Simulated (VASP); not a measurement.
# ZrS4 (Pm-3m) in VASP: notebook

ZrS4 is run at these levels: PBE; tasks: relaxation of cell and atoms, single point.

Program: VASP 6.6.1. These are calculated values, not measurements. Logs are shortened: lines on timing, memory, paths and dates and some standing lists are left out, and cuts for length are marked.

## 1. The cell of the first run

It takes space group Pm-3m (No. 221, cubic). The conventional cell has a = 4.960 Å, b = 4.960 Å, c = 4.960 Å, α = 90.00°, β = 90.00°, γ = 90.00°. Within 3.3 Å of Zr (site symmetry m-3m) lie 6 S at 2.48 Å. S (site symmetry 4/mmm) has 2 Zr at 2.48 Å within 3.3 Å. Within 4.6 Å of S (site symmetry m-3m) lie 12 S at 3.51 Å and 8 Zr at 4.30 Å.

The cell was built from a structure type or drawn by symmetry, and may not be a known phase.

## 2. Relaxation of cell and atoms, PBE

Input file INCAR:

```
PREC     = Accurate       # precision mode
ENCUT    = 600            # plane-wave cutoff, eV
EDIFF    = 1E-6           # SCF threshold, eV
ISMEAR   = 0              # smearing method
SIGMA    = 0.1            # smearing width, eV
LREAL    = F              # projectors in reciprocal space
LASPH    = T              # aspherical terms in the spheres
NELM     = 80             # most SCF steps
ALGO     = Normal         # electronic algorithm
ISIF     = 3              # what is computed and relaxed
LWAVE    = F              # write WAVECAR
LCHARG   = F              # write CHGCAR
GGA      = PE             # functional
IBRION   = 2              # ionic algorithm
NSW      = 90             # ionic steps
EDIFFG   = -0.04          # ionic threshold
```

Input file KPOINTS:

```
Automatic mesh
0
Gamma
  4 4 4
```

Input file POSCAR:

```
ZrS4
1.0
    4.9604588500      0.0000000000      0.0000000000
    0.0000000000      4.9604588500      0.0000000000
    0.0000000000      0.0000000000      4.9604588500
Zr S
1 4
Direct
    0.5000000000      0.5000000000      0.5000000000
    0.0000000000      0.5000000000      0.5000000000
    0.5000000000      0.0000000000      0.5000000000
    0.5000000000      0.5000000000      0.0000000000
    0.0000000000      0.0000000000      0.0000000000
```

Potentials or basis: VASP PAW PBE potentials, release 64 (Zr_sv, S).

Started as:

```bash
> cat potpaw_PBE.64/Zr_sv/POTCAR potpaw_PBE.64/S/POTCAR > POTCAR
> mpirun -np 1 vasp_std > vasp.out
```

OUTCAR:

```text
PREC = Accurate
   ENCUT = 600
   EDIFF = 1E-6
   ISMEAR = 0
   LREAL = F
   LASPH = T
   NELM = 80
   ISIF = 3
   GGA = PE
   IBRION = 2
   NSW = 90
   EDIFFG = -0.04

 ion  position               nearest neighbor table
   1  0.500  0.500  0.500-   2 2.48   3 2.48   4 2.48   4 2.48   3 2.48   2 2.48
   2  0.000  0.500  0.500-   1 2.48   1 2.48
   3  0.500  0.000  0.500-   1 2.48   1 2.48
   4  0.500  0.500  0.000-   1 2.48   1 2.48
   5  0.000  0.000  0.000-

  LATTYP: Found a simple cubic cell.
 ALAT       =     4.9604588500

  Lattice vectors:

 A1 = (   4.9604588500,   0.0000000000,   0.0000000000)
 A2 = (   0.0000000000,   4.9604588500,   0.0000000000)
 A3 = (   0.0000000000,   0.0000000000,   4.9604588500)

Analysis of symmetry for initial positions (statically):
=====================================================================
 Subroutine PRICEL returns:
 Original cell was already a primitive cell.

 Routine SETGRP: Setting up the symmetry group for a
 simple cubic supercell.

 Subroutine GETGRP returns: Found 48 space group operations
 (whereof 48 operations were pure point group operations)
 out of a pool of 48 trial point group operations.

The static configuration has the point symmetry O_h .

Analysis of symmetry for dynamics (positions and initial velocities):
=====================================================================
 Subroutine PRICEL returns:
 Original cell was already a primitive cell.

 Routine SETGRP: Setting up the symmetry group for a
 simple cubic supercell.

 Subroutine GETGRP returns: Found 48 space group operations
 (whereof 48 operations were pure point group operations)
 out of a pool of 48 trial point group operations.

The dynamic configuration has the point symmetry O_h .

 Subroutine INISYM returns: Found 48 space group operations
 (whereof 48 operations are pure point group operations),
 and found     1 'primitive' translations

----------------------------------------------------------------------------------------

                                     Primitive cell

  volume of cell :     122.0578

  direct lattice vectors                    reciprocal lattice vectors
[... 76 lines left out ...]
   ENCUT  =  600.0 eV  44.10 Ry    6.64 a.u.   9.91  9.91  9.91*2*pi/ulx,y,z
   NELM   =     80;   NELMIN=  2; NELMDL= -5     # of ELM steps
   EDIFF  = 0.1E-05   stopping-criterion for ELM
   LREAL  =      F    real-space projection
   EDIFFG = -.4E-01   stopping-criterion for IOM
   NSW    =     90    number of steps for IOM
   IBRION =      2    ionic relax: 0-MD 1-quasi-New 2-CG
   NFREE  =      1    steps in history (QN), initial steepest desc. (CG)
   ISIF   =      3    stress and relaxation
   ISYM   =      2    0-nonsym 1-usesym 2-fastsym
   POTIM  = 0.5000    time-step for ionic-motion
   TEBEG  =    0.0;   TEEND  =   0.0 temperature during run
   PSTRESS=    0.0 pullay stress
   NELECT =      36.0000    total number of electrons
   NUPDOWN=      -1.0000    fix difference up-down
   EMIN   =  10.00;   EMAX   =-10.00  energy-range for DOS
   EFERMI =   0.00;   METHOD = LEGACY
   ISMEAR =     0;   SIGMA  =   0.10  broadening in eV -4-tet -1-fermi 0-gaus
   EFERMI_NEDOS =   21; number of points for ismear=-14 and -15
   IALGO  =     38    algorithm
   IMIX   =      4    mixing-type and parameters
     AMIX     =   0.40;   BMIX     =  1.00
     AMIX_MAG =   1.60;   BMIX_MAG =  1.00
  volume/ion in A,a.u.               =      24.41       164.74
  Fermi-wavevector in a.u.,A,eV,Ry     =   1.089734  2.059299 16.157192  1.187520
  Thomas-Fermi vector in A             =   2.225943
   LORBIT       =      0    0 simple, 1 ext, 2 COOP (PROOUT), +10 PAW based schemes
   GGA     = PE    functional components
   LHFCALC =     F    Hartree Fock is set to
   AEXX    =    0.0000 exact exchange contribution
   IVDW    =     0    specifies the selected vdW correction
   LEPSILON=     F    determine dielectric tensor
   LRPA    =     F    only Hartree local field effects (RPA)
 conjugate gradient relaxation of ions
 non-spin polarized calculation
 Gauss-broadening in eV      SIGMA  =   0.10
  energy-cutoff  :      600.00
  volume of cell :      122.06
 maximum number of plane-waves:      4092
 NGX is ok and might be reduce to    40

 number of electron      36.0000004 magnetization

 Free energy of the ion-electron system (eV)
  ---------------------------------------------------
  ext. energy  EPLUGINS =         0.00000000
  ---------------------------------------------------
  free energy    TOTEN  =       -24.62678437 eV

  energy without entropy =      -24.58440135  energy(sigma->0) =      -24.60559286

 E-fermi :   2.9349     XC(G=0):  -9.1921

 val. band max:        2.9188590158   @ k =   0.2500   0.0000   0.0000
 cond. band min:       2.9568850153   @ k =   0.5000   0.2500   0.2500
 fundamental gap:      0.0380259996
 Fermi energy:         2.9349471424

 k-point     1 :       0.0000    0.0000    0.0000
  band No.  band energies     occupation
      1     -45.6809      2.00000
      2     -23.7728      2.00000
      3     -23.7728      2.00000
      4     -23.7728      2.00000
      5      -9.6872      2.00000
      6      -8.5421      2.00000
[... 239 lines left out ...]
     21       7.4168      0.00000
     22       7.4168      0.00000

------------------------ aborting loop because EDIFF is reached ----------------------------------------

  FORCE on cell =-STRESS in cart. coord.  units (eV):
  Direction    XX          YY          ZZ          XY          YZ          ZX
  --------------------------------------------------------------------------------------
  -------------------------------------------------------------------------------------
  Total        0.0302821      0.0302821      0.0302821     -0.0000000      0.0000000     -0.0000000
  in kB        0.3974948      0.3974948      0.3974948     -0.0000000      0.0000000     -0.0000000
  external PRESSURE =       0.3974948 kB  Pullay stress =       0.0000000 kB

 VOLUME and BASIS-vectors are now :
 -----------------------------------------------------------------------------
  energy-cutoff  :      600.00
  volume of cell :      122.06
      direct lattice vectors                 reciprocal lattice vectors
     4.960458850  0.000000000  0.000000000     0.201594254  0.000000000  0.000000000
     0.000000000  4.960458850  0.000000000     0.000000000  0.201594254  0.000000000
     0.000000000  0.000000000  4.960458850     0.000000000  0.000000000  0.201594254

 POSITION                                       TOTAL-FORCE (eV/Angst)
 -----------------------------------------------------------------------------------
      2.48023      2.48023      2.48023         0.000000      0.000000      0.000000
      0.00000      2.48023      2.48023         0.000000      0.000000      0.000000
      2.48023      0.00000      2.48023         0.000000      0.000000      0.000000
      2.48023      2.48023      0.00000         0.000000      0.000000      0.000000
      0.00000      0.00000      0.00000         0.000000      0.000000      0.000000
 -----------------------------------------------------------------------------------
    total drift:                                0.000000      0.000000     -0.000000

  FREE ENERGIE OF THE ION-ELECTRON SYSTEM (eV)
  ---------------------------------------------------
  free  energy   TOTEN  =       -24.6267843689 eV

  energy  without entropy=      -24.5844013544  energy(sigma->0) =      -24.60559286

 reached required accuracy - stopping structural energy minimisation
```

OSZICAR:

```text
N       E                     dE             d eps       ncg     rms          rms(c)
DAV:   1     0.276449078637E+03    0.27645E+03   -0.18282E+04   440   0.162E+03
DAV:   2    -0.469378987812E+01   -0.28114E+03   -0.27814E+03   598   0.338E+02
DAV:   3    -0.252601283976E+02   -0.20566E+02   -0.20207E+02   708   0.814E+01
DAV:   4    -0.264690911166E+02   -0.12090E+01   -0.12046E+01   656   0.171E+01
DAV:   5    -0.265292696645E+02   -0.60179E-01   -0.60006E-01   654   0.261E+00    0.185E+01
DAV:   6    -0.270878417589E+02   -0.55857E+00   -0.31692E+01   476   0.165E+01    0.118E+01
DAV:   7    -0.246872034728E+02    0.24006E+01   -0.53731E+00   522   0.104E+01    0.708E+00
DAV:   8    -0.246250885076E+02    0.62115E-01   -0.48518E-01   476   0.389E+00    0.202E+00
DAV:   9    -0.246257220387E+02   -0.63353E-03   -0.51577E-02   610   0.124E+00    0.433E-01
DAV:  10    -0.246265619492E+02   -0.83991E-03   -0.19523E-03   610   0.342E-01    0.173E-01
DAV:  11    -0.246267818876E+02   -0.21994E-03   -0.46154E-04   562   0.175E-01    0.335E-02
DAV:  12    -0.246267822958E+02   -0.40826E-06   -0.14811E-05   642   0.246E-02    0.160E-02
DAV:  13    -0.246267847462E+02   -0.24504E-05   -0.50043E-06   426   0.145E-02    0.444E-03
DAV:  14    -0.246267843689E+02    0.37730E-06   -0.10090E-06   328   0.548E-03
   1 F= -.24626784E+02 E0= -.24605593E+02  d E =-.246268E+02
```

It took 16 s on 1 thread of Intel Xeon 6975P-C (Granite Rapids), shared host; peak memory 0.25 GiB.

Results:

- Free energy: -24.6268 eV
- Pressure after relaxing: 0.0 GPa
- Band gap on the k mesh: zero (bands 18 and 19 overlap by 0.82 eV)

Final structure:
```
Zr S
1.0
     4.96046    0.00000    0.00000
     0.00000    4.96046    0.00000
     0.00000    0.00000    4.96046
Zr S
1 4
Direct
  0.50000 0.50000 0.50000
  0.00000 0.50000 0.50000
  0.50000 0.00000 0.50000
  0.50000 0.50000 0.00000
  0.00000 0.00000 0.00000
```

Caveat: the relaxation stopped at its first step, so nothing moved.

## 3. Single point, PBE

This run uses another cell than the first one: it holds 10 atoms, not 5.

Input file INCAR:

```
SYSTEM = ZrS4
PREC     = Accurate       ! precision mode
ENCUT    = 520            ! plane-wave cutoff, eV
EDIFF    = 1E-6           ! SCF threshold, eV
ISMEAR   = 0              ! smearing method
SIGMA    = 0.2            ! smearing width, eV
LREAL    = .False.        ! projectors in reciprocal space
LASPH    = .True.         ! aspherical terms in the spheres
NELM     = 60             ! most SCF steps
ALGO     = Normal         ! electronic algorithm
ISIF     = 2              ! what is computed and relaxed
LWAVE    = .False.        ! write WAVECAR
LCHARG   = .True.         ! write CHGCAR
GGA      = PE             ! functional
LELF     = .True.         ! ELF
LVHAR    = .True.       
NBANDS   = 47             ! bands
```

Input file KPOINTS:

```
regular mesh
0
Gamma
  4 4 2
  0 0 0
```

Input file POSCAR:

```
ZrS4
1.0
    4.9604588500      0.0000000000      0.0000000000
    0.0000000000      4.9604588500      0.0000000000
    0.0000000000      0.0000000000      9.9209177000
Zr S
2 8
Direct
    0.5000000000      0.5000000000      0.2500000000
    0.5000000000      0.5000000000      0.7500000000
    0.0000000000      0.5000000000      0.2500000000
    0.0000000000      0.5000000000      0.7500000000
    0.5000000000      0.0000000000      0.2500000000
    0.5000000000      0.0000000000      0.7500000000
    0.5000000000      0.5000000000      0.0000000000
    0.5000000000      0.5000000000      0.5000000000
    0.0000000000      0.0000000000      0.0000000000
    0.0000000000      0.0000000000      0.5000000000
```

Potentials or basis: VASP PAW PBE potentials, release 64 (Zr_sv, S).

Started as:

```bash
> cat potpaw_PBE.64/Zr_sv/POTCAR potpaw_PBE.64/S/POTCAR > POTCAR
> mpirun -np 1 vasp_std > vasp.out
```

It took 94 s on 1 thread of Intel Xeon 6975P-C (Granite Rapids), shared host; peak memory 0.39 GiB.

It converged, with:

| Quantity | Value |
| --- | --- |
| Free energy | -49.3631 eV |
| Pressure | 0.1 GPa |
| Band gap on the k mesh | zero (bands 36 and 37 overlap by 0.54 eV) |

Levels at points of the mesh, in eV from the Fermi level:
```csv
k point,band 32,band 33,band 34,band 35,band 36,band 37,band 38,band 39,band 40,band 41
"(0.00, 0.00, 0.00)",-0.69,-0.69,-0.36,-0.36,-0.11,-0.11,0.71,0.71,0.71,1.13
"(0.50, 0.00, 0.00)",-0.81,-0.80,-0.36,-0.36,-0.11,-0.11,0.40,0.46,0.46,1.20
"(0.50, 0.50, 0.00)",0.13,0.13,0.13,0.40,0.43,0.43,0.43,0.46,0.46,3.50
"(0.00, 0.00, 0.50)",-0.64,-0.64,-0.64,-0.03,-0.03,0.33,0.33,0.33,0.33,1.16
"(0.50, 0.00, 0.50)",-1.11,-0.43,-0.43,-0.29,-0.29,0.07,0.07,0.35,0.35,2.41
"(0.50, 0.50, 0.50)",-0.52,-0.31,-0.31,0.35,0.35,0.35,0.35,0.42,0.42,3.87
```
